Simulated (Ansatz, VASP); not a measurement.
Yb in VASP and in Ansatz

```
CELL_PARAMETERS angstrom
3.04345 0.00000 0.00000
0.00000 3.04345 0.00000
0.00000 0.00000 3.04345
ATOMIC_POSITIONS crystal
Yb 0.00000 0.00000 0.00000
```

Alike in both runs: task single point; functional LDA; k mesh 11 × 11 × 11; occupations fermi-dirac, width 0.1 eV; no spin polarisation.

|  | VASP | Ansatz |
| --- | --- | --- |
| version | VASP 6.6.1 | Ansatz 0.2.0 |
| potentials or method | VASP PAW PBE potentials, release 64 (Yb), cutoff 520 eV | plane waves (420 eV) with PAW, scalar-relativistic |
| valence electrons in the cell | 24 | 24 |

Ansatz gave:

* pressure (GPa): 1.9

Question: Estimate VASP's values.

Answer: Pressure (GPa): 1.8.

VASP's potentials were made for PBE, not for LDA, and Ansatz warns of the same on its side. LDA's correlation is that of Perdew and Zunger in VASP and of Perdew and Wang (1992) in Ansatz.

Neither program's run includes spin-orbit coupling.
